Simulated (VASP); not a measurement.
# BaTe (Immm) in VASP: notebook

BaTe is run at these levels: r2SCAN; tasks: single point.

All numbers are computed with VASP 6.6.1; they aren't measurements. Logs are shortened: lines on timing, memory, paths and dates and some standing lists are left out, and cuts for length are marked.

## 1. The cell of the first run

It takes space group Immm (No. 71, orthorhombic). The conventional cell has a = 4.882 Å, b = 5.106 Å, c = 7.062 Å, α = 90.00°, β = 90.00°, γ = 90.00°. Ba (site symmetry mmm) has 6 Te at 3.53 Å within 4.6 Å. Te (site symmetry mmm) has 6 Ba at 3.53 Å within 4.6 Å.

## 2. Single point, r2SCAN (strain +0.0450 x Voigt [0, 0, 0, 0, 1, 0])

POSCAR reads:

```
BaTe
1.0
    0.0794524687      3.5312208308      3.5312208308
    3.6106732995      0.0000000000      3.6106732995
    3.5312208308      3.5312208308      0.0794524687
Ba Te
1 1
Direct
    0.0000000000      0.0000000000      0.0000000000
    0.5000000000      0.5000000000      0.5000000000
```

INCAR.step1 reads:

```
SYSTEM = BaTe
PREC = Accurate
ENCUT = 520
ISMEAR = 0
SIGMA = 0.05
LREAL = .False.
LASPH = .True.
NELM = 100
NBANDS = 15
GGA = PE
ALGO = Normal
EDIFF = 1E-4
LWAVE = .True.
LCHARG = .False.
```

INCAR.step2 reads:

```
SYSTEM = BaTe
PREC = Accurate
ENCUT = 520
EDIFF = 1E-6
ISMEAR = 0
SIGMA = 0.05
LREAL = .False.
LASPH = .True.
NELM = 100
ALGO = Normal
ISIF = 2
LWAVE = .False.
LCHARG = .False.
METAGGA = R2SCAN
LMIXTAU = .True.
NBANDS = 15
ISTART = 1
```

KPOINTS reads:

```
regular mesh
0
Gamma
  8 8 8
  0 0 0
```

Potentials or basis: VASP PAW PBE potentials, release 64 (Ba_sv, Te).

Command:

```
$ cat potpaw_PBE.64/Ba_sv/POTCAR potpaw_PBE.64/Te/POTCAR > POTCAR
$ cp INCAR.step1 INCAR
$ mpirun -np 1 vasp_std > vasp.out
$ cp INCAR.step2 INCAR
$ mpirun -np 1 vasp_std > vasp.out
```

OUTCAR:

```text
SYSTEM = BaTe
   PREC = Accurate
   ENCUT = 520
   EDIFF = 1E-6
   ISMEAR = 0
   LREAL = .False.
   LASPH = .True.
   NELM = 100
   ISIF = 2
   METAGGA = R2SCAN
   ISTART = 1

 ion  position               nearest neighbor table
   1  0.000  0.000  0.000-   2 3.53   2 3.53   2 3.53   2 3.53   2 3.53   2 3.53
   2  0.500  0.500  0.500-   1 3.53   1 3.53   1 3.53   1 3.53   1 3.53   1 3.53

  LATTYP: Found a body centered orthorhombic cell.
 ALAT       =     4.8815376319
 B/A-ratio  =     1.0460358056
 C/A-ratio  =     1.4467657927

  Lattice vectors:

 A1 = (   0.0794524687,  -3.5312208308,   3.5312208308)
 A2 = (  -0.0794524687,  -3.5312208308,  -3.5312208308)
 A3 = (   3.5312208308,   3.5312208308,   0.0794524687)

Analysis of symmetry for initial positions (statically):
=====================================================================
 Subroutine PRICEL returns:
 Original cell was already a primitive cell.

 Routine SETGRP: Setting up the symmetry group for a
 body centered orthorhombic supercell.

 Subroutine GETGRP returns: Found  8 space group operations
 (whereof  8 operations were pure point group operations)
 out of a pool of  8 trial point group operations.

The static configuration has the point symmetry D_2h.

Analysis of symmetry for dynamics (positions and initial velocities):
=====================================================================
 Subroutine PRICEL returns:
 Original cell was already a primitive cell.

 Routine SETGRP: Setting up the symmetry group for a
 body centered orthorhombic supercell.

 Subroutine GETGRP returns: Found  8 space group operations
 (whereof  8 operations were pure point group operations)
 out of a pool of  8 trial point group operations.

The dynamic configuration has the point symmetry D_2h.

 Subroutine INISYM returns: Found  8 space group operations
 (whereof  8 operations are pure point group operations),
 and found     1 'primitive' translations

----------------------------------------------------------------------------------------

                                     Primitive cell

  volume of cell :      88.0207

  direct lattice vectors                    reciprocal lattice vectors
     0.079452469  3.531220831  3.531220831    -0.144853289  0.141594090  0.144853289
     3.610673300  0.000000000  3.610673300     0.138478328 -0.141594090  0.138478328
     3.531220831  3.531220831  0.079452469     0.144853289  0.141594090 -0.144853289

  length of vectors
     4.994532391  5.106263149  4.994532391     0.249025776  0.241663776  0.249025776

  position of ions in fractional coordinates (direct lattice)
     0.000000000  0.000000000  0.000000000
     0.500000000  0.500000000  0.500000000

  ion indices of the primitive-cell ions
   primitive index   ion index
                 1           1
                 2           2

----------------------------------------------------------------------------------------

 KPOINTS: regular mesh

Automatic generation of k-mesh.
 Grid dimensions read from file:
 generate k-points for:    8    8    8

 Generating k-lattice:

  Cartesian coordinates                     Fractional coordinates (reciprocal lattice)
    -0.018106661  0.017699261  0.018106661     0.125000000  0.000000000  0.000000000
     0.017309791 -0.017699261  0.017309791     0.000000000  0.125000000 -0.000000000
     0.018106661  0.017699261 -0.018106661     0.000000000  0.000000000  0.125000000

  Length of vectors
     0.031128222  0.030207972  0.031128222

  Shift w.r.t. Gamma in fractional coordinates (k-lattice)
     0.000000000  0.000000000  0.000000000

 Subroutine IBZKPT returns following result:
 ===========================================

 Found     95 irreducible k-points:

 Following reciprocal coordinates:
            Coordinates               Weight
  0.000000  0.000000  0.000000      1.000000
  0.125000  0.000000 -0.000000      4.000000
  0.250000  0.000000 -0.000000      4.000000
  0.375000  0.000000 -0.000000      4.000000
  0.500000  0.000000 -0.000000      2.000000
  0.000000  0.125000  0.000000      4.000000
[... 16 lines left out ...]
  0.125000  0.375000 -0.000000      8.000000
  0.250000  0.375000 -0.000000      8.000000
 [... further k-points ...]
   k-points           NKPTS =     95   k-points in BZ     NKDIM =     95   number of bands    NBANDS=     15
   number of dos      NEDOS =    301   number of ions     NIONS =      2
   total plane-waves  NPLWV =  64000
   dimension x,y,z NGX =    40 NGY =   40 NGZ =   40
   dimension x,y,z NGXF=    80 NGYF=   80 NGZF=   80
   ions per type =               1   1
   NGX,Y,Z   is equivalent  to a cutoff of  13.31, 13.02, 13.31 a.u.
   NGXF,Y,Z  is equivalent  to a cutoff of  26.63, 26.05, 26.63 a.u.
 SYSTEM =  BaTe
   PREC   = accura    normal or accurate (medium, high low for compatibility)
   ISTART =      1    job   : 0-new  1-cont  2-samecut
   ICHARG =      0    charge: 1-file 2-atom 10-const
   ISPIN  =      1    spin polarized calculation?
   LNONCOLLINEAR =      F non collinear calculations
   LSORBIT =      F    spin-orbit coupling
   LASPH  =      T    aspherical Exc in radial PAW
   ENCUT  =  520.0 eV  38.22 Ry    6.18 a.u.   9.29  9.49  9.29*2*pi/ulx,y,z
   NELM   =    100;   NELMIN=  2; NELMDL=  0     # of ELM steps
   EDIFF  = 0.1E-05   stopping-criterion for ELM
   LREAL  =      F    real-space projection
[... 7 lines left out ...]
   TEBEG  =    0.0;   TEEND  =   0.0 temperature during run
   PSTRESS=    0.0 pullay stress
   NELECT =      16.0000    total number of electrons
   NUPDOWN=      -1.0000    fix difference up-down
   EMIN   =  10.00;   EMAX   =-10.00  energy-range for DOS
   EFERMI =   0.00;   METHOD = LEGACY
   ISMEAR =     0;   SIGMA  =   0.05  broadening in eV -4-tet -1-fermi 0-gaus
   EFERMI_NEDOS =   21; number of points for ismear=-14 and -15
   IALGO  =     38    algorithm
   IMIX   =      4    mixing-type and parameters
     AMIX     =   0.40;   BMIX     =  1.00
     AMIX_MAG =   1.60;   BMIX_MAG =  1.00
  volume/ion in A,a.u.               =      44.01       297.00
  Fermi-wavevector in a.u.,A,eV,Ry     =   0.927370  1.752476 11.701227  0.860016
  Thomas-Fermi vector in A             =   2.053433
   LORBIT       =      0    0 simple, 1 ext, 2 COOP (PROOUT), +10 PAW based schemes
   METAGGA = R2SCAN    functional components
   LHFCALC =     F    Hartree Fock is set to
   AEXX    =    0.0000 exact exchange contribution
   IVDW    =     0    specifies the selected vdW correction
   LEPSILON=     F    determine dielectric tensor
   LRPA    =     F    only Hartree local field effects (RPA)
 non-spin polarized calculation
 Gauss-broadening in eV      SIGMA  =   0.05
  energy-cutoff  :      520.00
  volume of cell :       88.02
 maximum number of plane-waves:      2390
 NGX is ok and might be reduce to    40
   NGX = 19   NGY = 19   NGZ = 19

 number of electron      16.0000000 magnetization

 Free energy of the ion-electron system (eV)
  ---------------------------------------------------
  ext. energy  EPLUGINS =         0.00000000
  ---------------------------------------------------
  free energy    TOTEN  =       -56.02169876 eV

  energy without entropy =      -56.02169876  energy(sigma->0) =      -56.02169876

 E-fermi :   2.2321     XC(G=0):  -8.5210

 val. band max:        1.9875100337   @ k =   0.0000   0.0000   0.0000
 cond. band min:       3.8278396684   @ k =   0.5000   0.0000   0.5000
 fundamental gap:      1.8403296347
 Fermi energy:         2.2321192908

 k-point     1 :       0.0000    0.0000    0.0000
  band No.  band energies     occupation
      1     -25.9829      2.00000
      2     -10.7060      2.00000
      3     -10.7042      2.00000
      4     -10.7020      2.00000
      5      -7.8513      2.00000
      6       1.8347      2.00000
      7       1.9022      2.00000
      8       1.9875      2.00000
      9       5.1113      0.00000
     10       5.1508      0.00000
     11       5.4153      0.00000
     12       5.4753      0.00000
     13       5.9308      0.00000
     14       5.9321      0.00000
     15       9.4021      0.00000

 k-point     2 :       0.1250    0.0000   -0.0000
  band No.  band energies     occupation
      1     -25.9809      2.00000
      2     -10.7711      2.00000
      3     -10.7072      2.00000
      4     -10.7030      2.00000
      5      -7.7433      2.00000
      6       1.4790      2.00000
      7       1.6095      2.00000
      8       1.7135      2.00000
      9       5.2556      0.00000
     10       5.3160      0.00000
     11       5.5241      0.00000
     12       6.0824      0.00000
     13       6.3716      0.00000
     14       6.3833      0.00000
     15       9.9446      0.00000

 k-point     3 :       0.2500    0.0000   -0.0000
  band No.  band energies     occupation
      1     -25.9762      2.00000
      2     -10.9152      2.00000
      3     -10.7130      2.00000
      4     -10.7053      2.00000
      5      -7.4920      2.00000
      6       0.6468      2.00000
      7       1.1787      2.00000
      8       1.2906      2.00000
      9       5.4353      0.00000
     10       5.8626      0.00000
     11       6.0365      0.00000
     12       7.2783      0.00000
     13       7.4636      0.00000
     14       7.4950      0.00000
     15      10.7665      0.00000

 k-point     4 :       0.3750    0.0000   -0.0000
  band No.  band energies     occupation
      1     -25.9715      2.00000
      2     -11.0434      2.00000
      3     -10.7187      2.00000
      4     -10.7077      2.00000
      5      -7.2477      2.00000
      6       0.0041      2.00000
      7       0.8393      2.00000
      8       0.9598      2.00000
      9       5.9032      0.00000
     10       6.6485      0.00000
     11       6.8249      0.00000
     12       7.7417      0.00000
     13       8.7526      0.00000
     14       8.7680      0.00000
     15      10.3542      0.00000
[... 307 lines left out ...]
 k-point    22 :       0.0000    0.3750   -0.0000
  band No.  band energies     occupation
      1     -25.9734      2.00000
      2     -11.0351      2.00000
      3     -10.7157      2.00000
      4     -10.7061      2.00000
      5      -7.2517      2.00000
      6      -0.0316      2.00000
      7       0.9473      2.00000
      8       1.0842      2.00000
      9       5.9592      0.00000
     10       6.5909      0.00000
     11       6.8328      0.00000
     12       7.6268      0.00000
     13       8.6701      0.00000
     14       8.6779      0.00000
     15      10.2633      0.00000

 k-point    23 :       0.1250    0.3750   -0.0000
  band No.  band energies     occupation
      1     -25.9734      2.00000
      2     -10.9776      2.00000
      3     -10.7313      2.00000
      4     -10.7217      2.00000
      5      -7.3518      2.00000
      6       0.1901      2.00000
      7       1.0609      2.00000
      8       1.2204      2.00000
      9       5.3344      0.00000
     10       6.7418      0.00000
     11       6.8982      0.00000
     12       7.3865      0.00000
     13       7.6405      0.00000
     14       8.9643      0.00000
     15      10.3650      0.00000

 k-point    24 :       0.2500    0.3750   -0.0000
  band No.  band energies     occupation
      1     -25.9716      2.00000
      2     -10.9089      2.00000
      3     -10.7652      2.00000
      4     -10.7480      2.00000
      5      -7.4839      2.00000
      6       0.3843      2.00000
      7       1.3198      2.00000
      8       1.4436      2.00000
      9       4.4768      0.00000
     10       6.7764      0.00000
     11       6.8248      0.00000
     12       7.3479      0.00000
     13       7.5267      0.00000
     14       9.4265      0.00000
     15      10.1517      0.00000

 [... further k-points ...]

------------------------ aborting loop because EDIFF is reached ----------------------------------------

  FORCE on cell =-STRESS in cart. coord.  units (eV):
  Direction    XX          YY          ZZ          XY          YZ          ZX
  --------------------------------------------------------------------------------------
  -------------------------------------------------------------------------------------
  Total        0.1819431      0.1666368      0.1819431      0.0000000      0.0000000     -0.2988202
  in kB        3.3117806      3.0331703      3.3117806      0.0000000      0.0000000     -5.4392106
  external PRESSURE =       3.2189105 kB  Pullay stress =       0.0000000 kB

 VOLUME and BASIS-vectors are now :
 -----------------------------------------------------------------------------
  energy-cutoff  :      520.00
  volume of cell :       88.02
      direct lattice vectors                 reciprocal lattice vectors
     0.079452469  3.531220831  3.531220831    -0.144853289  0.141594090  0.144853289
     3.610673300  0.000000000  3.610673300     0.138478328 -0.141594090  0.138478328
     3.531220831  3.531220831  0.079452469     0.144853289  0.141594090 -0.144853289

 POSITION                                       TOTAL-FORCE (eV/Angst)
 -----------------------------------------------------------------------------------
      0.00000      0.00000      0.00000        -0.000000      0.000000      0.000000
      3.61067      3.53122      3.61067         0.000000      0.000000     -0.000000
 -----------------------------------------------------------------------------------
    total drift:                                0.000000     -0.000000     -0.000000

  FREE ENERGIE OF THE ION-ELECTRON SYSTEM (eV)
  ---------------------------------------------------
  free  energy   TOTEN  =       -56.0216987563 eV

  energy  without entropy=      -56.0216987563  energy(sigma->0) =      -56.02169876
```

Run time: 6.1 min. Hardware: 1 thread of Oxide Virtual Turin-like, shared host; peak memory 0.32 GiB.

What came out:

```
Free energy            : -56.0217 eV
Pressure               : 0.3 GPa
Band gap on the k mesh : 1.84 eV (least direct gap 2.21 eV)
```

Levels at points of the mesh, in eV from the valence-band top:
| k point | band 4 | band 5 | band 6 | band 7 | band 8 | band 9 | band 10 | band 11 | band 12 | band 13 |
| --- | --- | --- | --- | --- | --- | --- | --- | --- | --- | --- |
| (0.00, 0.00, 0.00) | -12.69 | -9.84 | -0.15 | -0.09 | 0.00 | 3.12 | 3.16 | 3.43 | 3.49 | 3.94 |
| (0.50, 0.00, 0.00) | -12.70 | -9.13 | -2.22 | -1.27 | -1.15 | 4.49 | 5.05 | 5.21 | 5.53 | 7.16 |
| (0.00, 0.50, 0.00) | -12.69 | -9.14 | -2.25 | -1.16 | -1.02 | 4.56 | 4.90 | 5.27 | 5.32 | 7.26 |
| (0.50, 0.50, 0.00) | -12.76 | -9.63 | -1.23 | -0.47 | -0.47 | 1.84 | 4.80 | 5.11 | 5.95 | 6.08 |
| (0.50, 0.00, 0.50) | -12.76 | -9.63 | -1.22 | -0.56 | -0.37 | 1.84 | 4.83 | 5.16 | 6.01 | 6.07 |

Caveat: the cell differs from its parent crystal (strain +0.0450 x Voigt [0, 0, 0, 0, 1, 0]); the PAW data sets were made with another functional, which shifts forces and pressure a little; spin-orbit coupling is left out, which moves the levels of the heavy elements. A k mesh can miss the band edges.

(Part 1 of 2 ends here.)
